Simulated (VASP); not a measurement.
# MgTe4 (R-3m) in VASP: further runs, part 2 of 3

VASP 6.6.1.

## 4. Relaxation of cell and atoms, PBE

This run uses another cell than the first one, of 34.44 Å³/atom, 1.034 times its volume.

INCAR reads:

```
PREC = Accurate
ENCUT = 600
EDIFF = 1E-7
ISMEAR = 0
SIGMA = 0.1
LREAL = F
LASPH = T
NELM = 100
ALGO = Normal
ISIF = 3
LWAVE = F
LCHARG = F
GGA = PE
IBRION = 2
NSW = 90
EDIFFG = -0.04
```

KPOINTS reads:

```
Automatic mesh
0
Gamma
  3 3 3
```

POSCAR reads:

```
MgTe4
1.0
    3.3022395900      1.9065489100      4.5580308800
   -3.3022395900      1.9065489100      4.5580308800
    0.0000000000     -3.8130978300      4.5580308800
Mg Te
1 4
Direct
    0.0000000000      0.0000000000      0.0000000000
    0.0000000000      0.0000000000      0.5000000000
    0.5000000000      0.0000000000      0.0000000000
    0.0000000000      0.5000000000      0.0000000000
    0.5000000000      0.5000000000      0.5000000000
```

Potentials or basis: VASP PAW PBE potentials, release 64 (Mg, Te).

Command:

```sh
> cat potpaw_PBE.64/Mg/POTCAR potpaw_PBE.64/Te/POTCAR > POTCAR
> mpirun -np 1 vasp_std > vasp.out
```

OUTCAR:

```text
PREC = Accurate
   ENCUT = 600
   EDIFF = 1E-7
   ISMEAR = 0
   LREAL = F
   LASPH = T
   NELM = 100
   ISIF = 3
   GGA = PE
   IBRION = 2
   NSW = 90
   EDIFFG = -0.04

 ion  position               nearest neighbor table
   1  0.000  0.000  0.000-   3 2.97   4 2.97   4 2.97   3 2.97   2 2.97   2 2.97
   2  0.000  0.000  0.500-   1 2.97   1 2.97   3 3.30   4 3.30   4 3.30   3 3.30   5 3.30   5 3.30

   3  0.500  0.000  0.000-   1 2.97   1 2.97   5 3.30   5 3.30   2 3.30   2 3.30   4 3.30   4 3.30

   4  0.000  0.500  0.000-   1 2.97   1 2.97   5 3.30   2 3.30   2 3.30   5 3.30   3 3.30   3 3.30

   5  0.500  0.500  0.500-   3 3.30   4 3.30   3 3.30   4 3.30   2 3.30   2 3.30

  LATTYP: Found a trigonal (rhomboedric) cell.
 ALAT       =     5.9426728464
 COS(alpha) =     0.3824338114

  Lattice vectors:

 A1 = (   3.3022395900,   1.9065489100,   4.5580308800)
 A2 = (  -3.3022395900,   1.9065489100,   4.5580308800)
 A3 = (   0.0000000000,  -3.8130978300,   4.5580308800)

Analysis of symmetry for initial positions (statically):
=====================================================================
 Subroutine PRICEL returns:
 Original cell was already a primitive cell.

 Routine SETGRP: Setting up the symmetry group for a
 trigonal (rhombohedral) supercell.

 Subroutine GETGRP returns: Found 12 space group operations
 (whereof 12 operations were pure point group operations)
 out of a pool of 12 trial point group operations.

The static configuration has the point symmetry D_3d.

Analysis of symmetry for dynamics (positions and initial velocities):
=====================================================================
 Subroutine PRICEL returns:
 Original cell was already a primitive cell.

 Routine SETGRP: Setting up the symmetry group for a
 trigonal (rhombohedral) supercell.

 Subroutine GETGRP returns: Found 12 space group operations
 (whereof 12 operations were pure point group operations)
 out of a pool of 12 trial point group operations.

The dynamic configuration has the point symmetry D_3d.

 Subroutine INISYM returns: Found 12 space group operations
 (whereof 12 operations are pure point group operations),
 and found     1 'primitive' translations

----------------------------------------------------------------------------------------

                                     Primitive cell

  volume of cell :     172.1809

  direct lattice vectors                    reciprocal lattice vectors
     3.302239590  1.906548910  4.558030880     0.151412393  0.087417986  0.073130995
    -3.302239590  1.906548910  4.558030880    -0.151412393  0.087417986  0.073130995
     0.000000000 -3.813097830  4.558030880     0.000000000 -0.174835972  0.073130995

  length of vectors
     5.942672846  5.942672846  5.942672847     0.189514537  0.189514537  0.189514537

  position of ions in fractional coordinates (direct lattice)
     0.000000000  0.000000000  0.000000000
     0.000000000  0.000000000  0.500000000
     0.500000000  0.000000000  0.000000000
     0.000000000  0.500000000  0.000000000
     0.500000000  0.500000000  0.500000000

  ion indices of the primitive-cell ions
   primitive index   ion index
                 1           1
                 2           2
                 3           3
                 4           4
                 5           5

----------------------------------------------------------------------------------------

 KPOINTS: Automatic mesh

Automatic generation of k-mesh.
 Grid dimensions read from file:
 generate k-points for:    3    3    3

 Generating k-lattice:

  Cartesian coordinates                     Fractional coordinates (reciprocal lattice)
     0.050470798  0.029139329  0.024376998     0.333333333  0.000000000  0.000000000
    -0.050470798  0.029139329  0.024376998     0.000000000  0.333333333  0.000000000
     0.000000000 -0.058278657  0.024376998     0.000000000  0.000000000  0.333333333

  Length of vectors
     0.063171512  0.063171512  0.063171512

  Shift w.r.t. Gamma in fractional coordinates (k-lattice)
     0.000000000  0.000000000  0.000000000

 Subroutine IBZKPT returns following result:
 ===========================================

 Found      6 irreducible k-points:

 Following reciprocal coordinates:
            Coordinates               Weight
  0.000000  0.000000  0.000000      1.000000
  0.333333  0.000000  0.000000      6.000000
  0.333333  0.333333  0.000000      6.000000
 -0.333333  0.333333  0.000000      6.000000
  0.333333  0.333333  0.333333      2.000000
 -0.333333  0.333333  0.333333      6.000000
   k-points           NKPTS =      6   k-points in BZ     NKDIM =      6   number of bands    NBANDS=     17
   number of dos      NEDOS =    301   number of ions     NIONS =      5
   total plane-waves  NPLWV = 110592
   dimension x,y,z NGX =    48 NGY =   48 NGZ =   48
   dimension x,y,z NGXF=    96 NGYF=   96 NGZF=   96
   ions per type =               1   4
   NGX,Y,Z   is equivalent  to a cutoff of  13.43, 13.43, 13.43 a.u.
   NGXF,Y,Z  is equivalent  to a cutoff of  26.86, 26.86, 26.86 a.u.
 SYSTEM =  unknown system
   PREC   = accura    normal or accurate (medium, high low for compatibility)
   ISTART =      0    job   : 0-new  1-cont  2-samecut
   ICHARG =      2    charge: 1-file 2-atom 10-const
   ISPIN  =      1    spin polarized calculation?
   LNONCOLLINEAR =      F non collinear calculations
   LSORBIT =      F    spin-orbit coupling
   LASPH  =      T    aspherical Exc in radial PAW
   ENCUT  =  600.0 eV  44.10 Ry    6.64 a.u.  11.87 11.87 11.87*2*pi/ulx,y,z
   NELM   =    100;   NELMIN=  2; NELMDL= -5     # of ELM steps
   EDIFF  = 0.1E-06   stopping-criterion for ELM
   LREAL  =      F    real-space projection
   EDIFFG = -.4E-01   stopping-criterion for IOM
   NSW    =     90    number of steps for IOM
   IBRION =      2    ionic relax: 0-MD 1-quasi-New 2-CG
   NFREE  =      1    steps in history (QN), initial steepest desc. (CG)
   ISIF   =      3    stress and relaxation
   ISYM   =      2    0-nonsym 1-usesym 2-fastsym
   POTIM  = 0.5000    time-step for ionic-motion
   TEBEG  =    0.0;   TEEND  =   0.0 temperature during run
   PSTRESS=    0.0 pullay stress
   NELECT =      26.0000    total number of electrons
   NUPDOWN=      -1.0000    fix difference up-down
   EMIN   =  10.00;   EMAX   =-10.00  energy-range for DOS
   EFERMI =   0.00;   METHOD = LEGACY
   ISMEAR =     0;   SIGMA  =   0.10  broadening in eV -4-tet -1-fermi 0-gaus
   EFERMI_NEDOS =   21; number of points for ismear=-14 and -15
   IALGO  =     38    algorithm
   IMIX   =      4    mixing-type and parameters
     AMIX     =   0.40;   BMIX     =  1.00
     AMIX_MAG =   1.60;   BMIX_MAG =  1.00
  volume/ion in A,a.u.               =      34.44       232.39
  Fermi-wavevector in a.u.,A,eV,Ry     =   0.871775  1.647415 10.340307  0.759991
  Thomas-Fermi vector in A             =   1.990930
   LORBIT       =      0    0 simple, 1 ext, 2 COOP (PROOUT), +10 PAW based schemes
   GGA     = PE    functional components
   LHFCALC =     F    Hartree Fock is set to
   AEXX    =    0.0000 exact exchange contribution
   IVDW    =     0    specifies the selected vdW correction
   LEPSILON=     F    determine dielectric tensor
   LRPA    =     F    only Hartree local field effects (RPA)
 conjugate gradient relaxation of ions
 non-spin polarized calculation
 Gauss-broadening in eV      SIGMA  =   0.10
  energy-cutoff  :      600.00
  volume of cell :      172.18
 maximum number of plane-waves:      5790
   NGX = 23   NGY = 23   NGZ = 23

--------------------------------------- Ionic step        1  -------------------------------------------

 number of electron      26.0000001 magnetization

 Free energy of the ion-electron system (eV)
  ---------------------------------------------------
  ext. energy  EPLUGINS =         0.00000000
  ---------------------------------------------------
  free energy    TOTEN  =       -14.24810819 eV

  energy without entropy =      -14.22792929  energy(sigma->0) =      -14.23801874

------------------------ aborting loop because EDIFF is reached ----------------------------------------

  FORCE on cell =-STRESS in cart. coord.  units (eV):
  Direction    XX          YY          ZZ          XY          YZ          ZX
  --------------------------------------------------------------------------------------
  -------------------------------------------------------------------------------------
  Total       -1.4064795     -1.4064795     -1.1141551      0.0000000      0.0000000      0.0000000
  in kB      -13.0875681    -13.0875680    -10.3674315      0.0000000      0.0000000      0.0000000
  external PRESSURE =     -12.1808559 kB  Pullay stress =       0.0000000 kB
[... 141 lines left out ...]
  energy  without entropy=      -14.2507497286  energy(sigma->0) =      -14.26063913

--------------------------------------- Ionic step        5  -------------------------------------------

 number of electron      26.0000001 magnetization

 Free energy of the ion-electron system (eV)
  ---------------------------------------------------
  ext. energy  EPLUGINS =         0.00000000
  ---------------------------------------------------
  free energy    TOTEN  =       -14.27124526 eV

  energy without entropy =      -14.25157119  energy(sigma->0) =      -14.26140823

 E-fermi :   5.0501     XC(G=0):  -8.6532

 val. band max:        5.0185951302   @ k =  -0.3333   0.3333   0.0000
 cond. band min:       5.1239000552   @ k =  -0.3333   0.3333   0.0000
 fundamental gap:      0.1053049250
 Fermi energy:         5.0501088772

 k-point     1 :       0.0000    0.0000    0.0000
  band No.  band energies     occupation
      1      -8.3816      2.00000
      2      -5.4556      2.00000
      3      -5.4556      2.00000
      4      -5.1384      2.00000
      5      -1.1342      2.00000
      6      -0.5642      2.00000
[... 9 lines left out ...]
     16       7.8211      0.00000
     17       8.1845      0.00000
[... 130 lines left out ...]
  FREE ENERGIE OF THE ION-ELECTRON SYSTEM (eV)
  ---------------------------------------------------
  free  energy   TOTEN  =       -14.2712452620 eV

  energy  without entropy=      -14.2515711912  energy(sigma->0) =      -14.26140823

 reached required accuracy - stopping structural energy minimisation
```

It took 98 s on 1 thread of Intel Xeon 6975P-C, shared host; peak memory 0.34 GiB.

What came out:

| Item | Value |
| --- | --- |
| Free energy | -14.2712 eV |
| Relaxed volume | 33.21 Å³/atom |
| Relaxed cell | a = 5.857 Å, b = 5.857 Å, c = 5.857 Å, α = 67.95°, β = 67.95°, γ = 67.95° |
| Space group after relaxing (to 0.05 Å) | R-3m (No. 166) |
| Energy gained by relaxing | 4.6 meV/atom |
| Ionic steps | 5 |
| Pressure after relaxing | 0.0 GPa |
| Band gap on the k mesh | zero (band 13 reaches 5.66 eV, above the bottom of band 14 at 5.02 eV) |

Step by step:
```csv
step,energy change (eV),largest force (eV/Å),pressure (GPa),volume (Å³)
1,0.0000,0.0000,-1.22,172.18
2,-0.0188,0.0000,0.32,165.74
3,-0.0203,0.0000,-0.03,167.06
4,-0.0224,0.0000,-0.01,166.55
5,-0.0231,0.0000,0.01,166.06
```

Final structure:
```
Mg Te
1.0
     3.27307    1.88971    4.47480
    -3.27307    1.88971    4.47480
     0.00000   -3.77942    4.47480
Mg Te
1 4
Direct
  0.00000 0.00000 0.00000
  0.00000 0.00000 0.50000
  0.50000 0.00000 0.00000
  0.00000 0.50000 0.00000
  0.50000 0.50000 0.50000
```

Levels at points of the mesh, in eV from the Fermi level:
| k point | band 9 | band 10 | band 11 | band 12 | band 13 | band 14 | band 15 | band 16 | band 17 |
| --- | --- | --- | --- | --- | --- | --- | --- | --- | --- |
| (0.00, 0.00, 0.00) | -2.30 | -2.30 | -1.09 | -0.42 | 0.51 | 0.51 | 0.57 | 2.77 | 3.13 |

Caveat: the k points lie up to 0.40 Å⁻¹ apart in the final cell; spin-orbit coupling is left out, which moves the levels of the heavy elements.

## 5. Single point, PBE

This run uses another cell than the first one, of 33.58 Å³/atom, 1.009 times its volume.

INCAR reads:

```
  ALGO = Normal
  EDIFF = 1E-6
  ENCUT = 520
  GGA = PE
  ISIF = 2
  ISMEAR = 0
  LASPH = True
  LCHARG = False
  LREAL = False
  LWAVE = False
  NBANDS = 21
  NELM = 100
  PREC = Accurate
  SIGMA = 0.1
```

KPOINTS reads:

```
k-points
0
Gamma
  6 6 6
```

Changes to POSCAR since step 4:

```diff
@@ -2,5 +2,5 @@
 1.0
-    3.3022395900      1.9065489100      4.5580308800
-   -3.3022395900      1.9065489100      4.5580308800
-    0.0000000000     -3.8130978300      4.5580308800
+    3.3080039307      1.9098769599      4.4297498684
+   -3.3080039307      1.9098769599      4.4297498684
+    0.0000000000     -3.8197539197      4.4297498685
 Mg Te
```

Potentials or basis: VASP PAW PBE potentials, release 64 (Mg, Te).

Command:

```sh
> cat potpaw_PBE.64/Mg/POTCAR potpaw_PBE.64/Te/POTCAR > POTCAR
> mpirun -np 1 vasp_std > vasp.out
```

OUTCAR:

```text
EDIFF = 1E-6
   ENCUT = 520
   GGA = PE
   ISIF = 2
   ISMEAR = 0
   LASPH = True
   LREAL = False
   NELM = 100
   PREC = Accurate

 ion  position               nearest neighbor table
   1  0.000  0.000  0.000-   3 2.92   4 2.92   4 2.92   3 2.92   2 2.92   2 2.92
   2  0.000  0.000  0.500-   1 2.92   1 2.92   3 3.31   4 3.31   4 3.31   3 3.31   5 3.31   5 3.31

   3  0.500  0.000  0.000-   1 2.92   1 2.92   5 3.31   5 3.31   2 3.31   2 3.31   4 3.31   4 3.31

   4  0.000  0.500  0.000-   1 2.92   1 2.92   5 3.31   2 3.31   2 3.31   5 3.31   3 3.31   3 3.31

   5  0.500  0.500  0.500-   3 3.31   4 3.31   3 3.31   4 3.31   2 3.31   2 3.31

  LATTYP: Found a trigonal (rhomboedric) cell.
 ALAT       =     5.8492054079
 COS(alpha) =     0.3603118821

  Lattice vectors:

 A1 = (   3.3080039307,   1.9098769599,   4.4297498684)
 A2 = (  -3.3080039307,   1.9098769599,   4.4297498684)
 A3 = (   0.0000000000,  -3.8197539197,   4.4297498685)

Analysis of symmetry for initial positions (statically):
=====================================================================
[... 180 lines left out ...]

 val. band max:        4.6900614202   @ k =   0.1667  -0.0000  -0.0000
 cond. band min:       4.7481423492   @ k =   0.3333   0.3333   0.1667
 fundamental gap:      0.0580809289
 Fermi energy:         4.7055121881

 k-point     1 :       0.0000    0.0000    0.0000
  band No.  band energies     occupation
      1      -8.3656      2.00000
      2      -5.6189      2.00000
      3      -5.6189      2.00000
      4      -5.1081      2.00000
      5      -1.1904      2.00000
      6      -0.4879      2.00000
[... 565 lines left out ...]
     20      10.4255      0.00000
     21      10.5315      0.00000

 [... further k-points ...]

------------------------ aborting loop because EDIFF is reached ----------------------------------------

  FORCE on cell =-STRESS in cart. coord.  units (eV):
  Direction    XX          YY          ZZ          XY          YZ          ZX
  --------------------------------------------------------------------------------------
  -------------------------------------------------------------------------------------
  Total       -0.1105641     -0.1105641     -0.0984488      0.0000000      0.0000000      0.0000000
  in kB       -1.0549284     -1.0549284     -0.9393321      0.0000000      0.0000000      0.0000000
  external PRESSURE =      -1.0163963 kB  Pullay stress =       0.0000000 kB

 VOLUME and BASIS-vectors are now :
 -----------------------------------------------------------------------------
  energy-cutoff  :      520.00
  volume of cell :      167.92
      direct lattice vectors                 reciprocal lattice vectors
     3.308003931  1.909876960  4.429749868     0.151148551  0.087265656  0.075248794
    -3.308003931  1.909876960  4.429749868    -0.151148551  0.087265656  0.075248794
     0.000000000 -3.819753920  4.429749869     0.000000000 -0.174531313  0.075248794

 POSITION                                       TOTAL-FORCE (eV/Angst)
 -----------------------------------------------------------------------------------
      0.00000      0.00000      0.00000         0.000000      0.000000      0.000000
      0.00000     -1.90988      2.21487         0.000000      0.000000     -0.000000
      1.65400      0.95494      2.21487         0.000000     -0.000000      0.000000
     -1.65400      0.95494      2.21487        -0.000000      0.000000     -0.000000
      0.00000      0.00000      6.64462        -0.000000     -0.000000     -0.000000
 -----------------------------------------------------------------------------------
    total drift:                               -0.000000     -0.000000      0.000000

  FREE ENERGIE OF THE ION-ELECTRON SYSTEM (eV)
  ---------------------------------------------------
  free  energy   TOTEN  =       -14.1882991272 eV

  energy  without entropy=      -14.1749879092  energy(sigma->0) =      -14.18164352
```

stdout:

```text
POSCAR found type information on POSCAR MgTe
 POSCAR found :  2 types and       5 ions
 scaLAPACK will be used
 LDA part: xc-table for (Slater+PW92), standard interpolation
 POSCAR, INCAR and KPOINTS ok, starting setup
 FFT: planning ... GRIDC
 FFT: planning ... GRID_SOFT
 FFT: planning ... GRID
 WAVECAR not read
 entering main loop
```

It took 73 s on 1 thread of Intel Xeon 6975P-C, shared host; peak memory 0.37 GiB.

Results:

```
Free energy            : -14.1883 eV
Pressure               : -0.1 GPa
Band gap on the k mesh : zero (band 13 reaches 5.50 eV, above the bottom of band 14 at 3.54 eV)
```

Levels at points of the mesh, in eV from the Fermi level:
| k point | band 9 | band 10 | band 11 | band 12 | band 13 | band 14 | band 15 | band 16 | band 17 | band 18 |
| --- | --- | --- | --- | --- | --- | --- | --- | --- | --- | --- |
| (0.00, 0.00, 0.00) | -2.11 | -2.11 | -0.74 | -0.19 | 0.64 | 0.64 | 0.70 | 3.05 | 3.25 | 3.25 |
| (0.50, 0.00, 0.00) | -2.64 | -1.98 | -1.75 | -1.56 | -1.24 | -1.16 | 1.49 | 1.90 | 2.27 | 3.82 |
| (0.50, 0.50, 0.00) | -2.10 | -2.06 | -1.67 | -1.36 | -1.15 | -0.33 | 1.58 | 1.92 | 3.72 | 3.74 |
| (0.50, 0.50, 0.50) | -1.28 | -1.28 | -0.37 | 0.79 | 0.79 | 0.85 | 2.98 | 2.98 | 3.17 | 3.17 |

Caveat: spin-orbit coupling is left out, which moves the levels of the heavy elements.

(Continued in part 3 of 3.)
